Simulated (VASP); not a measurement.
# SnTe (Pm-3m) in VASP: further runs, part 2 of 2

VASP 6.6.1. Earlier steps stand in the parts before.

## 4. Single point, LDA

This run uses another cell than the first one, of 26.53 Å³/atom.

INCAR

```
ALGO = Normal ; EDIFF = 1E-6
ENCUT = 520 ; ISIF = 2
ISMEAR = -1 ; LASPH = True
LCHARG = False ; LREAL = False
LWAVE = False ; NBANDS = 17
NELM = 100 ; PREC = Accurate
SIGMA = 0.05
```

KPOINTS

```
k-points
0
Gamma
  7 7 7
```

POSCAR

```
SnTe
1.0
    3.7576652447      0.0000000000      0.0000000000
    0.0000000000      3.7576652447      0.0000000000
    0.0000000000      0.0000000000      3.7576652447
Te Sn
1 1
Direct
    0.5000000000      0.5000000000      0.5000000000
    0.0000000000      0.0000000000      0.0000000000
```

Potentials or basis: VASP PAW LDA potentials, release 64 (Te, Sn_d).

On the command line:

```
cat potpaw_LDA.64/Te/POTCAR potpaw_LDA.64/Sn_d/POTCAR > POTCAR
mpirun -np 1 vasp_std > vasp.out
```

OUTCAR:

```text
EDIFF = 1E-6
   ENCUT = 520
   ISIF = 2
   ISMEAR = -1
   LASPH = True
   LREAL = False
   NELM = 100
   PREC = Accurate

 ion  position               nearest neighbor table
   1  0.500  0.500  0.500-   2 3.25   2 3.25   2 3.25   2 3.25   2 3.25   2 3.25   2 3.25   2 3.25

   2  0.000  0.000  0.000-   1 3.25   1 3.25   1 3.25   1 3.25   1 3.25   1 3.25   1 3.25   1 3.25

  LATTYP: Found a simple cubic cell.
 ALAT       =     3.7576652447

  Lattice vectors:

 A1 = (   3.7576652447,   0.0000000000,   0.0000000000)
[... 580 lines left out ...]

  FORCE on cell =-STRESS in cart. coord.  units (eV):
  Direction    XX          YY          ZZ          XY          YZ          ZX
  --------------------------------------------------------------------------------------
  -------------------------------------------------------------------------------------
  Total       -0.0009162     -0.0009162     -0.0009162      0.0000000     -0.0000000     -0.0000000
  in kB       -0.0276648     -0.0276648     -0.0276648      0.0000000     -0.0000000     -0.0000000
  external PRESSURE =      -0.0276648 kB  Pullay stress =       0.0000000 kB

 VOLUME and BASIS-vectors are now :
 -----------------------------------------------------------------------------
  energy-cutoff  :      520.00
  volume of cell :       53.06
      direct lattice vectors                 reciprocal lattice vectors
     3.757665245  0.000000000  0.000000000     0.266122695  0.000000000  0.000000000
     0.000000000  3.757665245  0.000000000     0.000000000  0.266122695  0.000000000
     0.000000000  0.000000000  3.757665245     0.000000000  0.000000000  0.266122695

 POSITION                                       TOTAL-FORCE (eV/Angst)
 -----------------------------------------------------------------------------------
      1.87883      1.87883      1.87883         0.000000      0.000000      0.000000
      0.00000      0.00000      0.00000         0.000000      0.000000      0.000000
 -----------------------------------------------------------------------------------
    total drift:                               -0.000000      0.000000     -0.000000

  FREE ENERGIE OF THE ION-ELECTRON SYSTEM (eV)
  ---------------------------------------------------
  free  energy   TOTEN  =        -8.4501227329 eV

  energy  without entropy=       -8.4410896502  energy(sigma->0) =       -8.44560619
```

OSZICAR:

```text
N       E                     dE             d eps       ncg     rms          rms(c)
DAV:   1     0.125622527766E+03    0.12562E+03   -0.96074E+03   680   0.140E+03
DAV:   2     0.220048705384E+01   -0.12342E+03   -0.12043E+03   720   0.332E+02
DAV:   3    -0.819100459963E+01   -0.10391E+02   -0.10273E+02   847   0.863E+01
DAV:   4    -0.848012759087E+01   -0.28912E+00   -0.28830E+00   830   0.148E+01
DAV:   5    -0.849161653506E+01   -0.11489E-01   -0.11488E-01   954   0.287E+00    0.560E+00
DAV:   6    -0.845528911230E+01    0.36327E-01   -0.66334E-02   920   0.237E+00    0.360E+00
DAV:   7    -0.845073075004E+01    0.45584E-02   -0.21249E-02   883   0.107E+00    0.509E-01
DAV:   8    -0.845011292202E+01    0.61783E-03   -0.28159E-03   879   0.511E-01    0.102E-01
DAV:   9    -0.845012166112E+01   -0.87391E-05   -0.18661E-04   800   0.843E-02    0.567E-02
DAV:  10    -0.845012347997E+01   -0.18188E-05   -0.72423E-06   984   0.206E-02    0.350E-02
DAV:  11    -0.845012273286E+01    0.74711E-06   -0.13582E-06   619   0.619E-03
   1 F= -.84501227E+01 E0= -.84456062E+01  d E =-.903308E-02
```

stdout:

```text
POSCAR found type information on POSCAR TeSn
 POSCAR found :  2 types and       2 ions
 scaLAPACK will be used
 LDA part: xc-table for (Slater(with rela. corr.)+CA(PZ))
 , standard interpolation
 POSCAR, INCAR and KPOINTS ok, starting setup
 FFT: planning ... GRIDC
 FFT: planning ... GRID_SOFT
 FFT: planning ... GRID
 WAVECAR not read
 entering main loop
```

It took 22 s on 1 thread of AMD EPYC 7R13, shared host; peak memory 0.12 GiB.

What came out:

```
Free energy            : -8.4501 eV
Pressure               : 0.0 GPa
Band gap on the k mesh : zero (bands 10 and 11 overlap by 1.56 eV)
```

Levels at points of the mesh, in eV from the Fermi level:
```
           k point  band 8  band 9  band 10  band 11  band 12  band 13
(0.00, 0.00, 0.00)   -2.00   -2.00    -2.00     3.41     3.41     6.08
```

Caveat: spin-orbit coupling is left out, which moves the levels of the heavy elements.

## 5. Single point, PBEsol

This run uses another cell than the first one, of 27.09 Å³/atom.

INCAR

```
  PREC = Accurate
  ENCUT = 520
  EDIFF = 1E-7
  ISMEAR = -1
  SIGMA = 0.05
  LREAL = F
  LASPH = T
  NELM = 100
  ALGO = Normal
  ISIF = 2
  LWAVE = F
  LCHARG = F
  GGA = PS
  NBANDS = 17
```

KPOINTS

```
Automatic mesh
0
Gamma
  7 7 7
```

POSCAR

```
SnTe
1.0
    3.7837874697      0.0000000000      0.0000000000
    0.0000000000      3.7837874697      0.0000000000
    0.0000000000      0.0000000000      3.7837874697
Te Sn
1 1
Direct
    0.5000000000      0.5000000000      0.5000000000
    0.0000000000      0.0000000000      0.0000000000
```

Potentials or basis: VASP PAW PBE potentials, release 64 (Te, Sn_d).

On the command line:

```
cat potpaw_PBE.64/Te/POTCAR potpaw_PBE.64/Sn_d/POTCAR > POTCAR
mpirun -np 1 vasp_std > vasp.out
```

OUTCAR:

```text
PREC = Accurate
   ENCUT = 520
   EDIFF = 1E-7
   ISMEAR = -1
   LREAL = F
   LASPH = T
   NELM = 100
   ISIF = 2
   GGA = PS

 ion  position               nearest neighbor table
   1  0.500  0.500  0.500-   2 3.28   2 3.28   2 3.28   2 3.28   2 3.28   2 3.28   2 3.28   2 3.28

   2  0.000  0.000  0.000-   1 3.28   1 3.28   1 3.28   1 3.28   1 3.28   1 3.28   1 3.28   1 3.28

  LATTYP: Found a simple cubic cell.
 ALAT       =     3.7837874697

  Lattice vectors:

 A1 = (   3.7837874697,   0.0000000000,   0.0000000000)
 A2 = (   0.0000000000,   3.7837874697,   0.0000000000)
 A3 = (   0.0000000000,   0.0000000000,   3.7837874697)

Analysis of symmetry for initial positions (statically):
=====================================================================
 Subroutine PRICEL returns:
 Original cell was already a primitive cell.

 Routine SETGRP: Setting up the symmetry group for a
 simple cubic supercell.

 Subroutine GETGRP returns: Found 48 space group operations
 (whereof 48 operations were pure point group operations)
 out of a pool of 48 trial point group operations.

The static configuration has the point symmetry O_h .

Analysis of symmetry for dynamics (positions and initial velocities):
=====================================================================
 Subroutine PRICEL returns:
 Original cell was already a primitive cell.

 Routine SETGRP: Setting up the symmetry group for a
 simple cubic supercell.

 Subroutine GETGRP returns: Found 48 space group operations
 (whereof 48 operations were pure point group operations)
 out of a pool of 48 trial point group operations.

The dynamic configuration has the point symmetry O_h .

 Subroutine INISYM returns: Found 48 space group operations
 (whereof 48 operations are pure point group operations),
 and found     1 'primitive' translations

----------------------------------------------------------------------------------------

                                     Primitive cell

  volume of cell :      54.1727

  direct lattice vectors                    reciprocal lattice vectors
     3.783787470  0.000000000  0.000000000     0.264285457  0.000000000  0.000000000
     0.000000000  3.783787470  0.000000000     0.000000000  0.264285457  0.000000000
     0.000000000  0.000000000  3.783787470     0.000000000  0.000000000  0.264285457

  length of vectors
     3.783787470  3.783787470  3.783787470     0.264285457  0.264285457  0.264285457

  position of ions in fractional coordinates (direct lattice)
     0.500000000  0.500000000  0.500000000
     0.000000000  0.000000000  0.000000000

  ion indices of the primitive-cell ions
   primitive index   ion index
                 1           1
                 2           2

----------------------------------------------------------------------------------------

 KPOINTS: Automatic mesh

Automatic generation of k-mesh.
 Grid dimensions read from file:
 generate k-points for:    7    7    7

 Generating k-lattice:

  Cartesian coordinates                     Fractional coordinates (reciprocal lattice)
     0.037755065  0.000000000  0.000000000     0.142857143  0.000000000  0.000000000
     0.000000000  0.037755065  0.000000000     0.000000000  0.142857143  0.000000000
     0.000000000  0.000000000  0.037755065     0.000000000  0.000000000  0.142857143

  Length of vectors
     0.037755065  0.037755065  0.037755065

  Shift w.r.t. Gamma in fractional coordinates (k-lattice)
     0.000000000  0.000000000  0.000000000

 Subroutine IBZKPT returns following result:
 ===========================================

 Found     20 irreducible k-points:

 Following reciprocal coordinates:
            Coordinates               Weight
  0.000000  0.000000  0.000000      1.000000
  0.142857  0.000000  0.000000      6.000000
  0.285714  0.000000  0.000000      6.000000
  0.428571  0.000000  0.000000      6.000000
  0.142857  0.142857  0.000000     12.000000
  0.285714  0.142857  0.000000     24.000000
[... 12 lines left out ...]
  0.428571  0.428571  0.285714     24.000000
  0.428571  0.428571  0.428571      8.000000
   k-points           NKPTS =     20   k-points in BZ     NKDIM =     20   number of bands    NBANDS=     17
   number of dos      NEDOS =    301   number of ions     NIONS =      2
   total plane-waves  NPLWV =  21952
   dimension x,y,z NGX =    28 NGY =   28 NGZ =   28
   dimension x,y,z NGXF=    56 NGYF=   56 NGZF=   56
   ions per type =               1   1
   NGX,Y,Z   is equivalent  to a cutoff of  12.30, 12.30, 12.30 a.u.
   NGXF,Y,Z  is equivalent  to a cutoff of  24.60, 24.60, 24.60 a.u.
 SYSTEM =  unknown system
   PREC   = accura    normal or accurate (medium, high low for compatibility)
   ISTART =      0    job   : 0-new  1-cont  2-samecut
   ICHARG =      2    charge: 1-file 2-atom 10-const
   ISPIN  =      1    spin polarized calculation?
   LNONCOLLINEAR =      F non collinear calculations
   LSORBIT =      F    spin-orbit coupling
   LASPH  =      T    aspherical Exc in radial PAW
   ENCUT  =  520.0 eV  38.22 Ry    6.18 a.u.   7.04  7.04  7.04*2*pi/ulx,y,z
   NELM   =    100;   NELMIN=  2; NELMDL= -5     # of ELM steps
   EDIFF  = 0.1E-06   stopping-criterion for ELM
   LREAL  =      F    real-space projection
   EDIFFG = 0.1E-05   stopping-criterion for IOM
   NSW    =      0    number of steps for IOM
   IBRION =     -1    ionic relax: 0-MD 1-quasi-New 2-CG
   NFREE  =      0    steps in history (QN), initial steepest desc. (CG)
   ISIF   =      2    stress and relaxation
   ISYM   =      2    0-nonsym 1-usesym 2-fastsym
   POTIM  = 0.5000    time-step for ionic-motion
   TEBEG  =    0.0;   TEEND  =   0.0 temperature during run
   PSTRESS=    0.0 pullay stress
   NELECT =      20.0000    total number of electrons
   NUPDOWN=      -1.0000    fix difference up-down
   EMIN   =  10.00;   EMAX   =-10.00  energy-range for DOS
   EFERMI =   0.00;   METHOD = LEGACY
   ISMEAR =    -1;   SIGMA  =   0.05  broadening in eV -4-tet -1-fermi 0-gaus
   EFERMI_NEDOS =   21; number of points for ismear=-14 and -15
   IALGO  =     38    algorithm
   IMIX   =      4    mixing-type and parameters
     AMIX     =   0.40;   BMIX     =  1.00
     AMIX_MAG =   1.60;   BMIX_MAG =  1.00
  volume/ion in A,a.u.               =      27.09       182.79
  Fermi-wavevector in a.u.,A,eV,Ry     =   1.174424  2.219339 18.766118  1.379271
  Thomas-Fermi vector in A             =   2.310821
   LORBIT       =      0    0 simple, 1 ext, 2 COOP (PROOUT), +10 PAW based schemes
   GGA     = PS    functional components
   LHFCALC =     F    Hartree Fock is set to
   AEXX    =    0.0000 exact exchange contribution
   IVDW    =     0    specifies the selected vdW correction
   LEPSILON=     F    determine dielectric tensor
   LRPA    =     F    only Hartree local field effects (RPA)
 non-spin polarized calculation
  energy-cutoff  :      520.00
  volume of cell :       54.17
 maximum number of plane-waves:      1474
   NGX = 15   NGY = 15   NGZ = 15

 number of electron      20.0000008 magnetization

 Free energy of the ion-electron system (eV)
  ---------------------------------------------------
  ext. energy  EPLUGINS =         0.00000000
  ---------------------------------------------------
  free energy    TOTEN  =        -7.96891254 eV

  energy without entropy =       -7.95916304  energy(sigma->0) =       -7.96403779

 E-fermi :   8.0516     XC(G=0): -10.4471

 val. band max:        8.0324225306   @ k =   0.4286   0.2857   0.0000
 cond. band min:       8.1054200893   @ k =   0.2857   0.1429   0.0000
 fundamental gap:      0.0729975587
 Fermi energy:         8.0515719259

 k-point     1 :       0.0000    0.0000    0.0000
  band No.  band energies     occupation
      1     -13.3476      2.00000
      2     -13.3476      2.00000
      3     -13.2974      2.00000
      4     -13.2974      2.00000
      5     -13.2974      2.00000
      6      -4.9536      2.00000
[... 9 lines left out ...]
     16      19.3513      0.00000
     17      19.3513      0.00000
[... 361 lines left out ...]
 k-point    20 :       0.4286    0.4286    0.4286
  band No.  band energies     occupation
      1     -13.3304      2.00000
      2     -13.3297      2.00000
      3     -13.3297      2.00000
      4     -13.2762      2.00000
      5     -13.2762      2.00000
      6      -2.0394      2.00000
[... 9 lines left out ...]
     16      21.6409      0.00000
     17      23.5468      0.00000

------------------------ aborting loop because EDIFF is reached ----------------------------------------

  FORCE on cell =-STRESS in cart. coord.  units (eV):
  Direction    XX          YY          ZZ          XY          YZ          ZX
  --------------------------------------------------------------------------------------
  -------------------------------------------------------------------------------------
  Total        0.0053020      0.0053020      0.0053020     -0.0000000     -0.0000000      0.0000000
  in kB        0.1568084      0.1568084      0.1568084     -0.0000000     -0.0000000      0.0000000
  external PRESSURE =       0.1568084 kB  Pullay stress =       0.0000000 kB

 VOLUME and BASIS-vectors are now :
 -----------------------------------------------------------------------------
  energy-cutoff  :      520.00
  volume of cell :       54.17
      direct lattice vectors                 reciprocal lattice vectors
     3.783787470  0.000000000  0.000000000     0.264285457  0.000000000  0.000000000
     0.000000000  3.783787470  0.000000000     0.000000000  0.264285457  0.000000000
     0.000000000  0.000000000  3.783787470     0.000000000  0.000000000  0.264285457

 POSITION                                       TOTAL-FORCE (eV/Angst)
 -----------------------------------------------------------------------------------
      1.89189      1.89189      1.89189         0.000000      0.000000      0.000000
      0.00000      0.00000      0.00000         0.000000      0.000000      0.000000
 -----------------------------------------------------------------------------------
    total drift:                               -0.000000      0.000000     -0.000000

  FREE ENERGIE OF THE ION-ELECTRON SYSTEM (eV)
  ---------------------------------------------------
  free  energy   TOTEN  =        -7.9689125372 eV

  energy  without entropy=       -7.9591630442  energy(sigma->0) =       -7.96403779
```

OSZICAR:

```text
N       E                     dE             d eps       ncg     rms          rms(c)
DAV:   1     0.123980687991E+03    0.12398E+03   -0.95102E+03   696   0.139E+03
DAV:   2     0.278718799325E+01   -0.12119E+03   -0.11782E+03   712   0.337E+02
DAV:   3    -0.774706047182E+01   -0.10534E+02   -0.10354E+02   890   0.873E+01
DAV:   4    -0.800108591753E+01   -0.25403E+00   -0.25390E+00   789   0.139E+01
DAV:   5    -0.801136669256E+01   -0.10281E-01   -0.10280E-01  1019   0.273E+00    0.556E+00
DAV:   6    -0.797302268928E+01    0.38344E-01   -0.74479E-02   890   0.276E+00    0.360E+00
DAV:   7    -0.796946211249E+01    0.35606E-02   -0.23205E-02   884   0.128E+00    0.550E-01
DAV:   8    -0.796889846671E+01    0.56365E-03   -0.26070E-03   862   0.514E-01    0.113E-01
DAV:   9    -0.796891435552E+01   -0.15889E-04   -0.21492E-04   842   0.116E-01    0.372E-02
DAV:  10    -0.796891488472E+01   -0.52921E-06   -0.59193E-06   945   0.160E-02    0.302E-02
DAV:  11    -0.796891270052E+01    0.21842E-05   -0.20191E-06   718   0.630E-03    0.528E-03
DAV:  12    -0.796891254995E+01    0.15057E-06   -0.11972E-07   701   0.353E-03    0.910E-04
DAV:  13    -0.796891253719E+01    0.12756E-07   -0.78749E-09   392   0.816E-04
   1 F= -.79689125E+01 E0= -.79640378E+01  d E =-.974949E-02
```

stdout:

```text
POSCAR found type information on POSCAR TeSn
 POSCAR found :  2 types and       2 ions
 scaLAPACK will be used
 -----------------------------------------------------------------------------
|                                                                             |
|                                                                             |
|     You enforced a specific xc type in the INCAR file but a different       |
|     I HOPE YOU KNOW WHAT YOU ARE DOING!                                     |
|                                                                             |
 -----------------------------------------------------------------------------

 LDA part: xc-table for (Slater+PW92), standard interpolation
 POSCAR, INCAR and KPOINTS ok, starting setup
 FFT: planning ... GRIDC
 FFT: planning ... GRID_SOFT
 FFT: planning ... GRID
 WAVECAR not read
 entering main loop
```

Run time: 30 s. Hardware: 1 thread of AMD EPYC 7R13, shared host; peak memory 0.14 GiB.

Results:

- Free energy: -7.9689 eV
- Pressure: 0.0 GPa
- Band gap on the k mesh: zero (bands 10 and 11 overlap by 1.50 eV)

Caveat: the PAW data sets were made with another functional, which shifts forces and pressure a little; spin-orbit coupling is left out, which moves the levels of the heavy elements.

## 6. Single point, PBEsol

This run uses another cell than the first one, of 29.77 Å³/atom.

INCAR

```
PREC = Accurate ; ENCUT = 520
EDIFF = 1E-6 ; ISMEAR = -1
SIGMA = 0.05 ; LREAL = False
LASPH = True ; NELM = 100
ALGO = Normal ; ISIF = 2
LWAVE = False ; LCHARG = True
GGA = PS ; LELF = True
LVHAR = True ; NBANDS = 17
```

KPOINTS

```
regular mesh
0
Gamma
  7 7 7
```

POSCAR

```
SnTe
1.0
    3.9047000000      0.0000000000      0.0000000000
    0.0000000000      3.9047000000      0.0000000000
    0.0000000000      0.0000000000      3.9047000000
Te Sn
1 1
Direct
    0.5000000000      0.5000000000      0.5000000000
    0.0000000000      0.0000000000      0.0000000000
```

Potentials or basis: VASP PAW PBE potentials, release 64 (Te, Sn_d).

On the command line:

```
cat potpaw_PBE.64/Te/POTCAR potpaw_PBE.64/Sn_d/POTCAR > POTCAR
mpirun -np 1 vasp_std > vasp.out
```

Wall time 35 s (1 thread of AMD EPYC 7R13, shared host); peak memory 0.15 GiB.

The run converged. Its results:

| Quantity | Value |
| --- | --- |
| Free energy | -7.8979 eV |
| Pressure | -3.8 GPa |
| Band gap on the k mesh | zero (bands 10 and 11 overlap by 1.08 eV) |

Levels at points of the mesh, in eV from the Fermi level:
```csv
k point,band 7,band 8,band 9,band 10,band 11,band 12,band 13,band 14
"(0.00, 0.00, 0.00)",-5.28,-1.69,-1.69,-1.69,3.60,3.60,5.39,5.39
```

Caveat: the cell stands under tension; the PAW data sets were made with another functional, which shifts forces and pressure a little; spin-orbit coupling is left out, which moves the levels of the heavy elements.

## 7. Summary

| level | potentials or basis | cell | k mesh | grid for exact exchange (PRECFOCK) | share of exact exchange | screening parameter | gap on the mesh (eV) | pressure (GPa) |
| --- | --- | --- | --- | --- | --- | --- | --- | --- |
| HSE06 | VASP PAW PBE potentials, release 64 (Te, Sn_d) | a = 3.956 Å, 2 atoms | 4 × 4 × 4 | Normal | 0.25 | 0.2079 1/Å | none | -1.6 |
| PBE-based screened hybrid with 25 % exact exchange | VASP PAW PBE potentials, release 64 (Te, Sn_d) | a = 3.870 Å, 2 atoms | 4 × 4 × 4 | Normal | 0.25 | 0.3 1/Å | none | -0.1 |
| LDA | VASP PAW LDA potentials, release 64 (Te, Sn_d) | a = 3.758 Å, 2 atoms | 7 × 7 × 7 | - | - | - | none | 0.0 |
| PBEsol | VASP PAW PBE potentials, release 64 (Te, Sn_d) | a = 3.784 Å, 2 atoms | 7 × 7 × 7 | - | - | - | none | 0.0 |
| PBEsol | VASP PAW PBE potentials, release 64 (Te, Sn_d) | a = 3.905 Å, 2 atoms | 7 × 7 × 7 | - | - | - | none | -3.8 |

Alike in all rows: task single point; no spin polarisation; cutoff (eV) 520; smearing fermi-dirac 0.05 eV.

Caveats: some runs use coarse meshes; spin-orbit coupling is left out, which moves the levels of the heavy elements; the PAW data sets were made with another functional, which shifts forces and pressure a little (at least some runs); the cell stands under tension (at least some runs).

Total energies depend on the potentials used, so only differences within one code and one set of settings carry meaning.
